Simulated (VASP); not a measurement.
# Te2Mo (P6_3/mmc) in VASP: further runs

Runs on Te2Mo. Level: PBEsol. Tasks: relaxation of cell and atoms.

Program: VASP 6.6.1. These are calculated values, not measurements. Logs are shortened: lines on timing, memory, paths and dates and some standing lists are left out, and cuts for length are marked.

**1. The cell of the first run**

It takes space group P6_3/mmc (No. 194, hexagonal). Conventional cell: a = 3.494 Å, b = 3.494 Å, c = 14.006 Å, α = 90.00°, β = 90.00°, γ = 120.00°. Te (site symmetry 3m) has 3 Mo at 2.71 Å and 7 Te at 3.49 to 3.61 Å within 3.7 Å. Within 3.6 Å of Mo (site symmetry -6m2) lie 6 Te at 2.71 Å and 6 Mo at 3.49 Å.

**2. Relaxation of cell and atoms, PBEsol**

File INCAR:

```
PREC = Accurate
ENCUT = 600
EDIFF = 1E-6
ISMEAR = 0
SIGMA = 0.02
LREAL = F
LASPH = T
NELM = 60
ALGO = Normal
ISIF = 3
LWAVE = F
LCHARG = F
GGA = PS
IBRION = 2
NSW = 100
EDIFFG = -0.005
```

File KPOINTS:

```
regular mesh
0
Gamma
  12 12 2
```

File POSCAR:

```
Te2Mo
1.0
    3.4941840767      0.0000000000      0.0000000000
   -1.7470920384      3.0260521759      0.0000000000
    0.0000000000      0.0000000000     14.0056277561
Te Mo
4 2
Direct
    0.3333333333      0.6666666667      0.6211204791
    0.6666666667      0.3333333333      0.1211204791
    0.6666666667      0.3333333333      0.3788795209
    0.3333333333      0.6666666667      0.8788795209
    0.3333333333      0.6666666667      0.2500000000
    0.6666666667      0.3333333333      0.7500000000
```

Potentials or basis: VASP PAW PBE potentials, release 64 (Te, Mo_sv).

The run is started by

```sh
cat potpaw_PBE.64/Te/POTCAR potpaw_PBE.64/Mo_sv/POTCAR > POTCAR
mpirun -np 1 vasp_std > vasp.out
```

OUTCAR:

```text
PREC = Accurate
   ENCUT = 600
   EDIFF = 1E-6
   ISMEAR = 0
   LREAL = F
   LASPH = T
   NELM = 60
   ISIF = 3
   GGA = PS
   IBRION = 2
   NSW = 100
   EDIFFG = -0.005

 ion  position               nearest neighbor table
   1  0.333  0.667  0.621-   6 2.71   6 2.71   6 2.71   4 3.61
   2  0.667  0.333  0.121-   5 2.71   5 2.71   5 2.71   3 3.61
   3  0.667  0.333  0.379-   5 2.71   5 2.71   5 2.71   2 3.61
   4  0.333  0.667  0.879-   6 2.71   6 2.71   6 2.71   1 3.61
   5  0.333  0.667  0.250-   2 2.71   3 2.71   2 2.71   3 2.71   2 2.71   3 2.71
   6  0.667  0.333  0.750-   1 2.71   4 2.71   1 2.71   4 2.71   1 2.71   4 2.71

  LATTYP: Found a hexagonal cell.
 ALAT       =     3.4941840767
 C/A-ratio  =     4.0082684394

  Lattice vectors:

 A1 = (   3.4941840767,   0.0000000000,   0.0000000000)
 A2 = (  -1.7470920384,   3.0260521759,   0.0000000000)
 A3 = (   0.0000000000,   0.0000000000,  14.0056277561)

Analysis of symmetry for initial positions (statically):
=====================================================================
 Subroutine PRICEL returns:
 Original cell was already a primitive cell.

 Routine SETGRP: Setting up the symmetry group for a
 hexagonal supercell.

 Subroutine GETGRP returns: Found 24 space group operations
 (whereof 12 operations were pure point group operations)
 out of a pool of 24 trial point group operations.

The static configuration has the point symmetry D_3d.
 The point group associated with its full space group is D_6h.

Analysis of symmetry for dynamics (positions and initial velocities):
=====================================================================
 Subroutine PRICEL returns:
 Original cell was already a primitive cell.

 Routine SETGRP: Setting up the symmetry group for a
 hexagonal supercell.

 Subroutine GETGRP returns: Found 24 space group operations
 (whereof 12 operations were pure point group operations)
 out of a pool of 24 trial point group operations.

The dynamic configuration has the point symmetry D_3d.
 The point group associated with its full space group is D_6h.

 Subroutine INISYM returns: Found 24 space group operations
 (whereof 12 operations are pure point group operations),
 and found     1 'primitive' translations

----------------------------------------------------------------------------------------

                                     Primitive cell

  volume of cell :     148.0897
[... 105 lines left out ...]
   POTIM  = 0.5000    time-step for ionic-motion
   TEBEG  =    0.0;   TEEND  =   0.0 temperature during run
   PSTRESS=    0.0 pullay stress
   NELECT =      52.0000    total number of electrons
   NUPDOWN=      -1.0000    fix difference up-down
   EMIN   =  10.00;   EMAX   =-10.00  energy-range for DOS
   EFERMI =   0.00;   METHOD = LEGACY
   ISMEAR =     0;   SIGMA  =   0.02  broadening in eV -4-tet -1-fermi 0-gaus
   EFERMI_NEDOS =   21; number of points for ismear=-14 and -15
   IALGO  =     38    algorithm
   IMIX   =      4    mixing-type and parameters
     AMIX     =   0.40;   BMIX     =  1.00
     AMIX_MAG =   1.60;   BMIX_MAG =  1.00
  volume/ion in A,a.u.               =      24.68       166.56
  Fermi-wavevector in a.u.,A,eV,Ry     =   1.154962  2.182562 18.149317  1.333937
  Thomas-Fermi vector in A             =   2.291594
   LORBIT       =      0    0 simple, 1 ext, 2 COOP (PROOUT), +10 PAW based schemes
   GGA     = PS    functional components
   LHFCALC =     F    Hartree Fock is set to
   AEXX    =    0.0000 exact exchange contribution
   IVDW    =     0    specifies the selected vdW correction
   LEPSILON=     F    determine dielectric tensor
   LRPA    =     F    only Hartree local field effects (RPA)
 conjugate gradient relaxation of ions
 non-spin polarized calculation
 Gauss-broadening in eV      SIGMA  =   0.02
  energy-cutoff  :      600.00
  volume of cell :      148.09
 maximum number of plane-waves:      4967
 NGX is ok and might be reduce to    28
   NGX = 13   NGY = 13   NGZ = 55

--------------------------------------- Ionic step        1  -------------------------------------------

 number of electron      52.0000002 magnetization

 Free energy of the ion-electron system (eV)
  ---------------------------------------------------
  ext. energy  EPLUGINS =         0.00000000
  ---------------------------------------------------
  free energy    TOTEN  =       -39.39564214 eV

  energy without entropy =      -39.39564214  energy(sigma->0) =      -39.39564214

------------------------ aborting loop because EDIFF is reached ----------------------------------------

  FORCE on cell =-STRESS in cart. coord.  units (eV):
  Direction    XX          YY          ZZ          XY          YZ          ZX
  --------------------------------------------------------------------------------------
  -------------------------------------------------------------------------------------
  Total        0.0631651      0.0631651      0.1881142     -0.0000000     -0.0000000      0.0000000
  in kB        0.6833811      0.6833811      2.0352019     -0.0000000     -0.0000000      0.0000000
  external PRESSURE =       1.1339880 kB  Pullay stress =       0.0000000 kB
[... 107 lines left out ...]
--------------------------------------- Ionic step        4  -------------------------------------------

 number of electron      52.0000002 magnetization

 Free energy of the ion-electron system (eV)
  ---------------------------------------------------
  ext. energy  EPLUGINS =         0.00000000
  ---------------------------------------------------
  free energy    TOTEN  =       -39.39576076 eV

  energy without entropy =      -39.39576076  energy(sigma->0) =      -39.39576076

 E-fermi :   8.2155     XC(G=0): -10.6311

 val. band max:        8.1073105078   @ k =   0.0000   0.0000   0.0000
 cond. band min:       8.8752743569   @ k =   0.2500   0.1667   0.0000
 fundamental gap:      0.7679638491
 Fermi energy:         8.2155246413

 k-point     1 :       0.0000    0.0000    0.0000
  band No.  band energies     occupation
      1     -52.5591      2.00000
      2     -52.5591      2.00000
      3     -26.7704      2.00000
      4     -26.7704      2.00000
      5     -26.6207      2.00000
      6     -26.6207      2.00000
[... 805 lines left out ...]
     30       9.7962      0.00000
     31      10.9361      0.00000

 [... further k-points ...]

------------------------ aborting loop because EDIFF is reached ----------------------------------------

  FORCE on cell =-STRESS in cart. coord.  units (eV):
  Direction    XX          YY          ZZ          XY          YZ          ZX
  --------------------------------------------------------------------------------------
  -------------------------------------------------------------------------------------
  Total       -0.0144474     -0.0144474     -0.0206516      0.0000000      0.0000000     -0.0000000
  in kB       -0.1562210     -0.1562210     -0.2233073      0.0000000      0.0000000     -0.0000000
  external PRESSURE =      -0.1785831 kB  Pullay stress =       0.0000000 kB
[... 21 lines left out ...]
  FREE ENERGIE OF THE ION-ELECTRON SYSTEM (eV)
  ---------------------------------------------------
  free  energy   TOTEN  =       -39.3957607597 eV

  energy  without entropy=      -39.3957607597  energy(sigma->0) =      -39.39576076

 reached required accuracy - stopping structural energy minimisation
```

It took 11 min on 1 thread of Intel Xeon Platinum 8259CL at 2.50GHz (Skylake/Cascade Lake), shared host; peak memory 0.41 GiB.

What came out:

```
Free energy                           : -39.3958 eV
Relaxed volume                        : 24.70 Å³/atom
Relaxed cell                          : a = 3.494 Å, b = 3.494 Å, c = 14.014 Å, α = 90.00°, β = 90.00°, γ = 120.00°
Space group after relaxing (to 0.1 Å) : P6_3/mmc (No. 194)
Energy gained by relaxing             : 0.0 meV/atom
Ionic steps                           : 4
Pressure after relaxing               : 0.0 GPa
Largest force after relaxing          : 0.005 eV/Å
Band gap on the k mesh                : 0.77 eV (least direct gap 1.09 eV)
```

Forces on the atoms (eV/Å):
```
Te   0.000  0.000 -0.005
Te   0.000  0.000 -0.005
Te   0.000  0.000  0.005
Te   0.000  0.000  0.005
Mo   0.000  0.000  0.000
Mo   0.000  0.000  0.000
```

The path:
```
step  energy change (eV)  largest force (eV/Å)  pressure (GPa)  volume (Å³)
   1              0.0000                0.0319            0.11       148.09
   2              0.0002                0.0357           -0.25       148.46
   3             -0.0001                0.0066           -0.03       148.23
   4             -0.0001                0.0049           -0.02       148.17
```

Final structure:
```
Te Mo
1.0
     3.49407    0.00000    0.00000
    -1.74703    3.02595    0.00000
     0.00000    0.00000   14.01421
Te Mo
4 2
Cartesian
  0.0000 2.0173 8.7036
  1.7470 1.0087 1.6965
  1.7470 1.0087 5.3106
  0.0000 2.0173 12.3177
  0.0000 2.0173 3.5036
  1.7470 1.0087 10.5107
```

Caveat: the PAW data sets were made with another functional, which shifts forces and pressure a little; spin-orbit coupling is left out, which moves the levels of the heavy elements; this functional lacks dispersion, which binds layers or chains, so the pressure and a relaxed spacing across them are unreliable.

**3. Relaxation of cell and atoms, PBEsol**

This run uses another cell than the first one, of 26.88 Å³/atom.

INCAR: that of step 2 with these lines changed.

```diff
@@ -2,3 +2,3 @@
 ENCUT = 600
-EDIFF = 1E-6
+EDIFF = 1E-7
 ISMEAR = 0
@@ -7,3 +7,3 @@
 LASPH = T
-NELM = 60
+NELM = 100
 ALGO = Normal
```

File KPOINTS:

```
Automatic mesh
0
Gamma
  12 12 2
```

File POSCAR:

```
Te2Mo
1.0
    3.5656545593      0.0000000000      0.0000000000
   -1.7828272797      3.0879474295      0.0000000000
    0.0000000000      0.0000000000     14.6477784100
Te Mo
4 2
Direct
    0.3333333300      0.6666666700      0.6278226900
    0.6666666700      0.3333333300      0.1278226900
    0.6666666700      0.3333333300      0.3721773100
    0.3333333300      0.6666666700      0.8721773100
    0.3333333300      0.6666666700      0.2500000000
    0.6666666700      0.3333333300      0.7500000000
```

Potentials or basis: VASP PAW PBE potentials, release 64 (Te, Mo_sv).

The run is started by

```sh
cat potpaw_PBE.64/Te/POTCAR potpaw_PBE.64/Mo_sv/POTCAR > POTCAR
mpirun -np 1 vasp_std > vasp.out
```

Run time: 29 min. Hardware: 1 thread of Intel Xeon Platinum 8488C (Sapphire Rapids), shared host; peak memory 0.43 GiB.

Results (log left out):

* Free energy: -39.3986 eV
* Relaxed volume: 24.67 Å³/atom
* Relaxed cell: a = 3.494 Å, b = 3.494 Å, c = 13.997 Å, α = 90.00°, β = 90.00°, γ = 120.00°
* Space group after relaxing (to 0.1 Å): P6_3/mmc (No. 194)
* Energy gained by relaxing: 15.9 meV/atom
* Ionic steps: 13
* Pressure after relaxing: 0.0 GPa
* Band gap on the k mesh: 0.76 eV (least direct gap 1.09 eV)

The path:
```tsv
step	energy change (eV)	largest force (eV/Å)	pressure (GPa)	volume (Å³)
1	0.0000	0.0859	-2.76	161.28
2	0.0186	0.8600	4.11	150.68
3	-0.0489	0.3293	0.16	156.28
4	-0.0679	0.0875	-0.08	155.00
5	-0.0680	0.0764	-0.09	154.94
6	-0.0701	0.0780	-0.07	154.57
7	-0.0763	0.0837	0.00	153.45
8	-0.0866	0.0952	0.19	151.22
9	-0.0927	0.1156	0.79	146.76
10	-0.0935	0.1157	0.62	147.91
11	-0.0950	0.0654	0.35	147.95
12	-0.0956	0.0089	-0.05	148.01
13	-0.0957	0.0012	0.01	148.00
```

Final structure:
```
CELL_PARAMETERS angstrom
3.49424 0.00000 0.00000
-1.74712 3.02610 0.00000
0.00000 0.00000 13.99714
ATOMIC_POSITIONS crystal
Te 0.33333 0.66667 0.62090
Te 0.66667 0.33333 0.12090
Te 0.66667 0.33333 0.37910
Te 0.33333 0.66667 0.87910
Mo 0.33333 0.66667 0.25000
Mo 0.66667 0.33333 0.75000
```

Levels at points of the mesh, in eV from the valence-band top:
| k point | band 22 | band 23 | band 24 | band 25 | band 26 | band 27 | band 28 | band 29 | band 30 | band 31 |
| --- | --- | --- | --- | --- | --- | --- | --- | --- | --- | --- |
| (0.00, 0.00, 0.00) | -0.99 | -0.95 | -0.95 | -0.34 | 0.00 | 3.03 | 3.03 | 3.16 | 3.16 | 3.26 |
| (0.50, 0.00, 0.00) | -1.81 | -1.00 | -0.96 | -0.51 | -0.22 | 1.36 | 1.41 | 1.51 | 1.88 | 2.65 |
| (0.00, 0.00, 0.50) | -0.97 | -0.97 | -0.97 | -0.09 | -0.09 | 3.07 | 3.07 | 3.07 | 3.07 | 3.42 |
| (0.50, 0.00, 0.50) | -1.92 | -0.96 | -0.96 | -0.36 | -0.36 | 1.38 | 1.38 | 1.71 | 1.71 | 3.09 |

Caveat: the PAW data sets were made with another functional, which shifts forces and pressure a little; spin-orbit coupling is left out, which moves the levels of the heavy elements; this functional lacks dispersion, which binds layers or chains, so the pressure and a relaxed spacing across them are unreliable. A k mesh can miss the band edges.
